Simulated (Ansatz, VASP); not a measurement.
Two plane-wave programs on Al3BP4

```
Al B P
1.0
     3.05911   -3.13820    0.65311
     3.05911    3.13820    0.65311
    -0.92637    0.00000    7.64818
Al B P
3 1 4
Direct
  0.50000 0.50000 0.50000
  0.18725 0.18725 0.74831
  0.81275 0.81275 0.25169
  0.00000 0.00000 0.00000
  0.00000 0.50000 0.00000
  0.50000 0.00000 0.00000
  0.50000 0.50000 0.00000
  0.00000 0.00000 0.50000
```

Alike in both runs: functional PBE; k mesh 4 × 4 × 2; occupations gaussian, width 0.2 eV; no spin polarisation.

Ansatz relaxed the structure, and its values are those at the end. VASP's run is a single point on that final structure, the one shown.

|  | VASP | Ansatz |
| --- | --- | --- |
| version | VASP 6.6.1 | Ansatz 0.2.0 |
| potentials or method | VASP PAW PBE potentials, release 64 (Al, B, P), cutoff 500 eV | scalar-relativistic, plane waves, PAW |
| valence electrons in the cell | 32 | 32 |

|  | VASP | Ansatz | Ansatz less VASP |
| --- | --- | --- | --- |
| gap on the k mesh at the Fermi level (eV) | none | none | - |
| pressure (GPa) | -0.3 | -0.1 | +0.13 |
| rms of the force components (eV/Å) | 0.019 | 0.019 | +0.0002 |

A gap of «none» marks a metal or a gap that the smearing closes. The functional is the same, so the differences come from potentials, cutoffs and numerics.

The k mesh is coarse, so the values compare programs but aren't converged.
